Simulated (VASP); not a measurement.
## BaBi6O10: single point with PBE

BaBi6O10:

```
Bi O Ba
1.0
     6.89885    0.36631   -0.30316
     0.36631    6.54328    0.06456
    -0.30316    0.06456    6.70222
Bi O Ba
6 10 1
Direct
  0.48656 0.85887 0.99924
  0.58658 0.08460 0.53751
  0.57096 0.37823 0.94349
  0.04446 0.04549 0.21805
  0.39510 0.60709 0.46351
  0.83429 0.66507 0.33716
  0.89005 0.30216 0.00943
  0.47582 0.35592 0.26885
  0.45922 0.87596 0.29777
  0.11820 0.70884 0.29680
  0.89623 0.94272 0.54811
  0.44972 0.85080 0.68701
  0.17021 0.94855 0.95885
  0.34260 0.41321 0.69107
  0.69797 0.50398 0.63750
  0.80095 0.88138 0.08740
  0.02006 0.23461 0.71720
```

| Quantity | Value |
| --- | --- |
| Program | VASP 6.6.1 |
| Task | single point |
| Functional | PBE |
| Potentials or basis | VASP PAW PBE potentials, release 64 (Bi_d, O, Ba_sv) |
| Cutoff | 520 eV |
| k mesh | 1 × 1 × 1 |
| Occupations | fermi-dirac, width 0.1172 eV |
| Spin | no spin polarisation |
| Dipole correction | no |
| Further INCAR settings | LREAL = Auto; ALGO = Normal; EDIFF = 1e-06; NBANDS = 94; ISYM = 0 |

```
Pressure      : 13.1 GPa
Largest force : 2.833 eV/Å
```

Forces in eV/Å, atoms in the order of the input:
```
Bi  -0.542  0.281 -2.296
Bi  -0.581  0.674 -0.208
Bi  -0.005  0.812  1.295
Bi   0.173  1.317 -1.220
Bi   0.630 -0.993  1.344
Bi  -0.150 -0.759  0.819
O   -0.543  0.504  2.320
O   -0.366  0.389  0.286
O    0.488  0.235  2.740
O    1.352 -0.783 -0.022
O   -1.702 -1.515 -1.684
O   -0.408  0.223 -2.341
O    0.108 -0.101  0.787
O   -1.501 -1.419 -0.523
O   -0.022 -0.598 -0.644
O    1.078  0.638  0.677
Ba   1.989  1.095 -1.329
```

Stress tensor (GPa, compression positive):
```
14.13  1.88 -2.60
 1.88  5.76 -2.59
-2.60 -2.59 19.56
```

Levels at points of the mesh, in eV from the Fermi level:
```tsv
k point	band 78	band 79	band 80	band 81	band 82	band 83
(0.00, 0.00, 0.00)	-0.98	-0.85	-0.81	0.73	2.04	2.19
```

Wall time 64 s on 1 thread of Intel(R) Xeon(R) Platinum 8488C (Sapphire Rapids), on a shared host, peak memory 0.34 GiB.

Caveat: the k points lie up to 0.96 Å⁻¹ apart; the atoms stand as in a frame of molecular dynamics; spin-orbit coupling is left out, which moves the levels of the heavy elements.
